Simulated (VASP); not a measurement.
# SnO (P2_1) in VASP: a series of runs

Runs on SnO. Level: PBEsol. Tasks: single point.

Everything below comes from runs of VASP 6.6.1. Logs are shortened: lines on timing, memory, paths and dates and some standing lists are left out, and cuts for length are marked.

## (1) The cell of the first run

Symmetry: P2_1, No. 4, monoclinic system. Conventional cell: a = 3.355 Å, b = 4.222 Å, c = 5.674 Å, α = 90.00°, β = 91.29°, γ = 90.00°. Within 2.8 Å of Sn (site symmetry 1) lie 3 O at 2.15 to 2.17 Å. O (site symmetry 1) has 3 Sn at 2.15 to 2.17 Å within 2.8 Å.

## (2) Single point, PBEsol (strain +0.0225 x Voigt [0, 0, 0, 0, 0, 1])

INCAR

```
SYSTEM = SnO
PREC     = Accurate       ! precision mode
ENCUT    = 520            ! plane-wave cutoff, eV
EDIFF    = 1E-6           ! SCF threshold, eV
ISMEAR   = 0              ! smearing method
SIGMA    = 0.05           ! smearing width, eV
LREAL    = .False.        ! projectors in reciprocal space
LASPH    = .True.         ! aspherical terms in the spheres
NELM     = 60             ! most SCF steps
ALGO     = Normal         ! electronic algorithm
ISIF     = 2              ! what is computed and relaxed
LWAVE    = .False.        ! write WAVECAR
LCHARG   = .False.        ! write CHGCAR
GGA      = PS             ! functional
NBANDS   = 28             ! bands
```

KPOINTS

```
regular mesh
0
Gamma
  8 6 6
  0 0 0
```

POSCAR

```
SnO
1.0
    3.3550050000      0.0377438062      0.0000000000
    0.0638336700      5.6741040000      0.0000000000
    0.0000000000      0.0000000000      4.2219700000
Sn O
2 2
Direct
    0.0000000000      0.2319090000      0.5131440000
    0.5000000000      0.7680910000      0.0131440000
    0.0000000000      0.8912500000      0.7368570000
    0.5000000000      0.1087500000      0.2368570000
```

Potentials or basis: VASP PAW PBE potentials, release 64 (Sn_d, O).

On the command line:

```bash
$ cat potpaw_PBE.64/Sn_d/POTCAR potpaw_PBE.64/O/POTCAR > POTCAR
$ mpirun -np 1 vasp_std > vasp.out
```

OUTCAR:

```text
SYSTEM = SnO
   PREC = Accurate
   ENCUT = 520
   EDIFF = 1E-6
   ISMEAR = 0
   LREAL = .False.
   LASPH = .True.
   NELM = 60
   ISIF = 2
   GGA = PS

 ion  position               nearest neighbor table
   1  0.000  0.232  0.513-   4 2.15   3 2.15   4 2.17   2 3.74   2 3.74
   2  0.500  0.768  0.013-   3 2.15   4 2.15   3 2.17   1 3.74   1 3.74
   3  0.000  0.891  0.737-   2 2.15   1 2.15   2 2.17
   4  0.500  0.109  0.237-   1 2.15   2 2.15   1 2.17

  LATTYP: Found a simple monoclinic cell.
 ALAT       =     3.3552173022
 B/A-ratio  =     1.2583298248
 C/A-ratio  =     1.6912356315
 COS(beta)  =    -0.0224971527

  Lattice vectors:

 A1 = (   3.3550050000,   0.0377438062,   0.0000000000)
 A2 = (   0.0000000000,   0.0000000000,   4.2219700000)
 A3 = (  -0.0638336700,  -5.6741040000,   0.0000000000)

Analysis of symmetry for initial positions (statically):
=====================================================================
 Subroutine PRICEL returns:
 Original cell was already a primitive cell.

 Routine SETGRP: Setting up the symmetry group for a
 simple monoclinic supercell.

 Subroutine GETGRP returns: Found  2 space group operations
 (whereof  1 operations were pure point group operations)
 out of a pool of  4 trial point group operations.

The static configuration has the point symmetry C_1 .
 The point group associated with its full space group is C_2 .

Analysis of symmetry for dynamics (positions and initial velocities):
=====================================================================
 Subroutine PRICEL returns:
 Original cell was already a primitive cell.

 Routine SETGRP: Setting up the symmetry group for a
 simple monoclinic supercell.

 Subroutine GETGRP returns: Found  2 space group operations
 (whereof  1 operations were pure point group operations)
 out of a pool of  4 trial point group operations.

The dynamic configuration has the point symmetry C_1 .
 The point group associated with its full space group is C_2 .

 Subroutine INISYM returns: Found  2 space group operations
 (whereof  1 operations are pure point group operations),
 and found     1 'primitive' translations

----------------------------------------------------------------------------------------

                                     Primitive cell

  volume of cell :      80.3620

  direct lattice vectors                    reciprocal lattice vectors
     3.355005000  0.037743806  0.000000000     0.298099877 -0.003353624  0.000000000
     0.063833670  5.674104000  0.000000000    -0.001982943  0.176261587  0.000000000
     0.000000000  0.000000000  4.221970000     0.000000000  0.000000000  0.236856254

  length of vectors
     3.355217302  5.674463053  4.221970000     0.298118741  0.176272741  0.236856254

  position of ions in fractional coordinates (direct lattice)
     0.000000000  0.231909000  0.513144000
     0.500000000  0.768091000  0.013144000
     0.000000000  0.891250000  0.736857000
     0.500000000  0.108750000  0.236857000

  ion indices of the primitive-cell ions
   primitive index   ion index
                 1           1
                 2           2
                 3           3
                 4           4

----------------------------------------------------------------------------------------

 KPOINTS: regular mesh

Automatic generation of k-mesh.
 Grid dimensions read from file:
 generate k-points for:    8    6    6

 Generating k-lattice:

  Cartesian coordinates                     Fractional coordinates (reciprocal lattice)
     0.037262485 -0.000419203  0.000000000     0.125000000  0.000000000  0.000000000
    -0.000330490  0.029376931  0.000000000     0.000000000  0.166666667  0.000000000
     0.000000000  0.000000000  0.039476042     0.000000000  0.000000000  0.166666667

  Length of vectors
     0.037264843  0.029378790  0.039476042

  Shift w.r.t. Gamma in fractional coordinates (k-lattice)
     0.000000000  0.000000000  0.000000000

 Subroutine IBZKPT returns following result:
 ===========================================

 Found    104 irreducible k-points:

 Following reciprocal coordinates:
            Coordinates               Weight
  0.000000  0.000000  0.000000      1.000000
  0.125000  0.000000  0.000000      2.000000
  0.250000  0.000000  0.000000      2.000000
  0.375000 -0.000000  0.000000      2.000000
  0.500000  0.000000  0.000000      1.000000
 -0.000000  0.166667  0.000000      2.000000
[... 16 lines left out ...]
  0.125000  0.500000  0.000000      2.000000
  0.250000  0.500000  0.000000      2.000000
 [... further k-points ...]
   k-points           NKPTS =    104   k-points in BZ     NKDIM =    104   number of bands    NBANDS=     28
   number of dos      NEDOS =    301   number of ions     NIONS =      4
   total plane-waves  NPLWV =  37632
   dimension x,y,z NGX =    28 NGY =   42 NGZ =   32
   dimension x,y,z NGXF=    56 NGYF=   84 NGZF=   64
   ions per type =               2   2
   NGX,Y,Z   is equivalent  to a cutoff of  13.87, 12.30, 12.60 a.u.
   NGXF,Y,Z  is equivalent  to a cutoff of  27.75, 24.61, 25.20 a.u.
 SYSTEM =  SnO
   PREC   = accura    normal or accurate (medium, high low for compatibility)
   ISTART =      0    job   : 0-new  1-cont  2-samecut
   ICHARG =      2    charge: 1-file 2-atom 10-const
   ISPIN  =      1    spin polarized calculation?
   LNONCOLLINEAR =      F non collinear calculations
   LSORBIT =      F    spin-orbit coupling
   LASPH  =      T    aspherical Exc in radial PAW
   ENCUT  =  520.0 eV  38.22 Ry    6.18 a.u.   6.24 10.55  7.85*2*pi/ulx,y,z
   NELM   =     60;   NELMIN=  2; NELMDL= -5     # of ELM steps
   EDIFF  = 0.1E-05   stopping-criterion for ELM
   LREAL  =      F    real-space projection
   EDIFFG = 0.1E-04   stopping-criterion for IOM
   NSW    =      0    number of steps for IOM
   IBRION =     -1    ionic relax: 0-MD 1-quasi-New 2-CG
   NFREE  =      0    steps in history (QN), initial steepest desc. (CG)
   ISIF   =      2    stress and relaxation
   ISYM   =      2    0-nonsym 1-usesym 2-fastsym
   POTIM  = 0.5000    time-step for ionic-motion
   TEBEG  =    0.0;   TEEND  =   0.0 temperature during run
   PSTRESS=    0.0 pullay stress
   NELECT =      40.0000    total number of electrons
   NUPDOWN=      -1.0000    fix difference up-down
   EMIN   =  10.00;   EMAX   =-10.00  energy-range for DOS
   EFERMI =   0.00;   METHOD = LEGACY
   ISMEAR =     0;   SIGMA  =   0.05  broadening in eV -4-tet -1-fermi 0-gaus
   EFERMI_NEDOS =   21; number of points for ismear=-14 and -15
   IALGO  =     38    algorithm
   IMIX   =      4    mixing-type and parameters
     AMIX     =   0.40;   BMIX     =  1.00
     AMIX_MAG =   1.60;   BMIX_MAG =  1.00
  volume/ion in A,a.u.               =      20.09       135.58
  Fermi-wavevector in a.u.,A,eV,Ry     =   1.297412  2.451753 22.902390  1.683278
  Thomas-Fermi vector in A             =   2.428806
   LORBIT       =      0    0 simple, 1 ext, 2 COOP (PROOUT), +10 PAW based schemes
   GGA     = PS    functional components
   LHFCALC =     F    Hartree Fock is set to
   AEXX    =    0.0000 exact exchange contribution
   IVDW    =     0    specifies the selected vdW correction
   LEPSILON=     F    determine dielectric tensor
   LRPA    =     F    only Hartree local field effects (RPA)
 non-spin polarized calculation
 Gauss-broadening in eV      SIGMA  =   0.05
  energy-cutoff  :      520.00
  volume of cell :       80.36
 maximum number of plane-waves:      2182
 NGX is ok and might be reduce to    28
   NGX = 13   NGY = 21   NGZ = 15

 number of electron      39.9999994 magnetization

 Free energy of the ion-electron system (eV)
  ---------------------------------------------------
  ext. energy  EPLUGINS =         0.00000000
  ---------------------------------------------------
  free energy    TOTEN  =       -23.79272392 eV

  energy without entropy =      -23.79272392  energy(sigma->0) =      -23.79272392

 E-fermi :   4.9146     XC(G=0):  -9.7651

 val. band max:        4.7099629570   @ k =   0.0000   0.0000   0.0000
 cond. band min:       6.0384307379   @ k =   0.3750   0.5000   0.0000
 fundamental gap:      1.3284677808
 Fermi energy:         4.9146469612

 k-point     1 :       0.0000    0.0000    0.0000
  band No.  band energies     occupation
      1     -16.4158      2.00000
      2     -16.0887      2.00000
      3     -16.0046      2.00000
      4     -15.9785      2.00000
      5     -15.9526      2.00000
      6     -15.9184      2.00000
[... 20 lines left out ...]
     27      13.3647      0.00000
     28      13.9433      0.00000

 k-point     2 :       0.1250    0.0000    0.0000
  band No.  band energies     occupation
      1     -16.4090      2.00000
      2     -16.0788      2.00000
      3     -16.0156      2.00000
      4     -15.9948      2.00000
      5     -15.9598      2.00000
      6     -15.9191      2.00000
[... 20 lines left out ...]
     27      13.3922      0.00000
     28      14.0649      0.00000

 k-point     3 :       0.2500    0.0000    0.0000
  band No.  band energies     occupation
      1     -16.4012      2.00000
      2     -16.1725      2.00000
      3     -15.9894      2.00000
      4     -15.9762      2.00000
      5     -15.9632      2.00000
      6     -15.9246      2.00000
[... 20 lines left out ...]
     27      12.9751      0.00000
     28      14.2287      0.00000

 k-point     4 :       0.3750   -0.0000    0.0000
  band No.  band energies     occupation
      1     -16.3980      2.00000
      2     -16.2939      2.00000
      3     -15.9723      2.00000
      4     -15.9559      2.00000
      5     -15.9402      2.00000
      6     -15.9284      2.00000
[... 20 lines left out ...]
     27      12.9596      0.00000
     28      14.4072      0.00000

 k-point     5 :       0.5000    0.0000    0.0000
  band No.  band energies     occupation
      1     -16.3765      2.00000
      2     -16.3653      2.00000
      3     -15.9661      2.00000
      4     -15.9604      2.00000
      5     -15.9293      2.00000
      6     -15.9270      2.00000
[... 20 lines left out ...]
     27      13.8657      0.00000
     28      14.0115      0.00000

 k-point     6 :      -0.0000    0.1667    0.0000
  band No.  band energies     occupation
      1     -16.4138      2.00000
      2     -16.0898      2.00000
      3     -16.0030      2.00000
      4     -15.9778      2.00000
      5     -15.9533      2.00000
      6     -15.9203      2.00000
[... 463 lines left out ...]
      5     -15.9588      2.00000
      6     -15.9241      2.00000
[... 20 lines left out ...]
     27      13.5160      0.00000
     28      14.6122      0.00000

 k-point    22 :      -0.0000    0.5000    0.0000
  band No.  band energies     occupation
      1     -16.4076      2.00000
      2     -16.0931      2.00000
      3     -15.9976      2.00000
      4     -15.9751      2.00000
      5     -15.9558      2.00000
      6     -15.9268      2.00000
[... 20 lines left out ...]
     27      14.1443      0.00000
     28      14.7764      0.00000

 k-point    23 :       0.1250    0.5000    0.0000
  band No.  band energies     occupation
      1     -16.4031      2.00000
      2     -16.0802      2.00000
      3     -16.0178      2.00000
      4     -15.9901      2.00000
      5     -15.9586      2.00000
      6     -15.9248      2.00000
[... 20 lines left out ...]
     27      13.4075      0.00000
     28      14.8922      0.00000

 k-point    24 :       0.2500    0.5000    0.0000
  band No.  band energies     occupation
      1     -16.4010      2.00000
      2     -16.1740      2.00000
      3     -15.9937      2.00000
      4     -15.9731      2.00000
      5     -15.9565      2.00000
      6     -15.9268      2.00000
[... 20 lines left out ...]
     27      13.5573      0.00000
     28      14.7754      0.00000

 [... further k-points ...]
[... 5 lines left out ...]
  --------------------------------------------------------------------------------------
  -------------------------------------------------------------------------------------
  Total       -1.7438352     -1.2894764     -1.2649209     -0.2997487      0.0000000      0.0000000
  in kB      -34.7668539    -25.7082995    -25.2187367     -5.9760925      0.0000000      0.0000000
  external PRESSURE =     -28.5646300 kB  Pullay stress =       0.0000000 kB

 VOLUME and BASIS-vectors are now :
 -----------------------------------------------------------------------------
  energy-cutoff  :      520.00
  volume of cell :       80.36
      direct lattice vectors                 reciprocal lattice vectors
     3.355005000  0.037743806  0.000000000     0.298099877 -0.003353624  0.000000000
     0.063833670  5.674104000  0.000000000    -0.001982943  0.176261587  0.000000000
     0.000000000  0.000000000  4.221970000     0.000000000  0.000000000  0.236856254

 POSITION                                       TOTAL-FORCE (eV/Angst)
 -----------------------------------------------------------------------------------
      0.01480      1.31588      2.16648        -0.107999     -0.331418     -0.095042
      1.72653      4.37710      0.05549         0.107999      0.331418     -0.095042
      0.05689      5.05705      3.11099        -0.002966      0.122756      0.095042
      1.68444      0.63593      1.00000         0.002966     -0.122756      0.095042
 -----------------------------------------------------------------------------------
    total drift:                                0.000000     -0.000000      0.000217

  FREE ENERGIE OF THE ION-ELECTRON SYSTEM (eV)
  ---------------------------------------------------
  free  energy   TOTEN  =       -23.7927239219 eV

  energy  without entropy=      -23.7927239219  energy(sigma->0) =      -23.79272392
```

Run time: 73 s. Hardware: 1 thread of Intel Xeon 6975P-C (Granite Rapids), shared host; peak memory 0.32 GiB.

Results:

```yaml
Free_energy: -23.7927 eV
Pressure: -2.9 GPa
Largest_force: 0.361 eV/Å
Band_gap_on_the_k_mesh: 1.33 eV, indirect (least direct gap 1.96 eV)
```

Forces in eV/Å, atoms in the order of the input:
```
Sn  -0.108 -0.331 -0.095
Sn   0.108  0.331 -0.095
O   -0.003  0.123  0.095
O    0.003 -0.123  0.095
```

Stress tensor (GPa, compression positive):
```
-3.48 -0.60  0.00
-0.60 -2.57  0.00
 0.00  0.00 -2.52
```

Caveat: the cell differs from its parent crystal (strain +0.0225 x Voigt [0, 0, 0, 0, 0, 1]); the PAW data sets were made with another functional, which shifts forces and pressure a little; spin-orbit coupling is left out, which moves the levels of the heavy elements.

## (3) Single point, PBEsol (strain +0.0075 x Voigt [0, 0, 0, 0, 0, 1])

INCAR

```
PREC = Accurate ; ENCUT = 520
EDIFF = 1E-6 ; ISMEAR = 0
SIGMA = 0.05 ; LREAL = False
LASPH = True ; NELM = 100
ALGO = Normal ; ISIF = 2
LWAVE = False ; LCHARG = True
GGA = PS ; LELF = True
LVHAR = True ; NBANDS = 28
```

KPOINTS

```
Automatic mesh
0
Gamma
  8 6 6
```

Edit POSCAR of step 2 so:

```diff
@@ -2,4 +2,4 @@
 1.0
-    3.3550050000      0.0377438062      0.0000000000
-    0.0638336700      5.6741040000      0.0000000000
+    3.3550050000      0.0125812687      0.0000000000
+    0.0212778900      5.6741040000      0.0000000000
     0.0000000000      0.0000000000      4.2219700000
```

Potentials or basis: VASP PAW PBE potentials, release 64 (Sn_d, O).

On the command line:

```bash
$ cat potpaw_PBE.64/Sn_d/POTCAR potpaw_PBE.64/O/POTCAR > POTCAR
$ mpirun -np 1 vasp_std > vasp.out
```

It took 72 s on 1 thread of Intel Xeon 6975P-C (Granite Rapids), shared host; peak memory 0.31 GiB.

The run converged. Its results:

- Free energy: -23.7955 eV
- Pressure: -2.9 GPa
- Largest force: 0.351 eV/Å
- Band gap on the k mesh: 1.33 eV, indirect (least direct gap 1.97 eV)

Forces in eV/Å, atoms in the order of the input:
```
Sn  -0.036 -0.335 -0.098
Sn   0.036  0.335 -0.098
O   -0.001  0.122  0.098
O    0.001 -0.122  0.098
```

Stress tensor (GPa, compression positive):
```
-3.49 -0.20  0.00
-0.20 -2.58  0.00
 0.00  0.00 -2.55
```

Levels at points of the mesh, in eV from the valence-band top:
```csv
k point,band 17,band 18,band 19,band 20,band 21,band 22,band 23,band 24
"(0.00, 0.00, 0.00)",-3.50,-2.64,-2.05,0.00,2.60,3.10,5.81,5.86
"(0.50, 0.00, 0.00)",-2.58,-2.57,-1.28,-1.23,2.53,2.54,5.47,5.50
"(0.00, 0.50, 0.00)",-3.80,-2.66,-1.59,-1.37,3.27,3.86,4.79,4.97
"(0.50, 0.50, 0.00)",-2.65,-2.65,-0.93,-0.88,1.82,1.85,6.20,6.26
"(0.00, 0.00, 0.50)",-3.20,-3.20,-1.66,-1.66,2.61,2.61,5.17,5.17
"(0.50, 0.00, 0.50)",-3.15,-3.15,-1.08,-1.08,2.06,2.06,4.55,4.55
"(0.00, 0.50, 0.50)",-2.92,-2.92,-1.51,-1.51,1.87,1.87,5.92,5.92
"(0.50, 0.50, 0.50)",-3.43,-3.43,-0.43,-0.43,2.38,2.38,4.10,4.10
```

Caveat: the cell differs from its parent crystal (strain +0.0075 x Voigt [0, 0, 0, 0, 0, 1]); the PAW data sets were made with another functional, which shifts forces and pressure a little; spin-orbit coupling is left out, which moves the levels of the heavy elements. A k mesh can miss the band edges.
